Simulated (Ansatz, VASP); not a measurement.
**Two plane-wave programs on Sb**

```
CELL_PARAMETERS angstrom
3.41754 0.00000 0.00000
-1.70877 2.95968 0.00000
0.00000 0.00000 5.53642
ATOMIC_POSITIONS crystal
Sb 0.33333 0.66667 0.25000
Sb 0.66667 0.33333 0.75000
```

Alike in both runs: task relaxation of cell and atoms; functional PBE; k mesh 14 × 14 × 8; occupations fermi-dirac, width 0.05 eV; no spin polarisation.

|  | VASP | Ansatz |
| --- | --- | --- |
| version | VASP 6.6.1 | Ansatz 0.2.0 |
| potentials or method | VASP PAW PBE potentials, release 64 (Sb) | PAW with Ansatz's default frozen-core files, scalar-relativistic |
| plane-wave cutoff (eV) | 600 | 420 |
| valence electrons in the cell | 10 | 30 |

|  | VASP | Ansatz | Ansatz less VASP |
| --- | --- | --- | --- |
| relaxed volume (Å³/atom) | 27.39 | 27.45 | +0.056 |
| relaxed cell length with the largest relative difference (Å) | 5.554 | 5.559 | +0.0044 |

VASP's potentials hold 10 valence electrons a cell and Ansatz's 30, so a difference there can come from the potentials and not from the codes.

Spin-orbit coupling is off throughout.
